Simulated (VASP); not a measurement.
A run of VASP 6.6.1:

File INCAR:

```
PREC     = Accurate       # precision mode
ENCUT    = 520            # plane-wave cutoff, eV
EDIFF    = 1E-7           # SCF threshold, eV
ISMEAR   = 0              # smearing method
SIGMA    = 0.15           # smearing width, eV
LREAL    = False          # projectors in reciprocal space
LASPH    = True           # aspherical terms in the spheres
NELM     = 60             # most SCF steps
ALGO     = Fast           # electronic algorithm
ISIF     = 2              # what is computed and relaxed
LWAVE    = False          # write WAVECAR
LCHARG   = False          # write CHGCAR
GGA      = PE             # functional
NBANDS   = 8              # bands
```

File KPOINTS:

```
Automatic mesh
0
Gamma
  22 22 22
```

POSCAR

```
Al
1.0
   -1.3889657014      1.3889657014      2.0181671642
    1.3889657014     -1.3889657014      2.0181671642
    1.3889657014      1.3889657014     -2.0181671642
Al
1
Direct
    0.0000000000      0.0000000000      0.0000000000
```

Potentials or basis: VASP PAW PBE potentials, release 64 (Al).

Command:

```bash
$ cat potpaw_PBE.64/Al/POTCAR > POTCAR
$ mpirun -np 1 vasp_std > vasp.out
```

Hardware: 1 thread of Intel(R) Xeon(R) Platinum 8488C (Sapphire Rapids), on a shared host.

Estimate the wall time of this run.

Wall time 49 s on 1 thread of Intel(R) Xeon(R) Platinum 8488C (Sapphire Rapids), on a shared host, peak memory 0.2 GiB. Counts: scf iterations 12, k points 834.
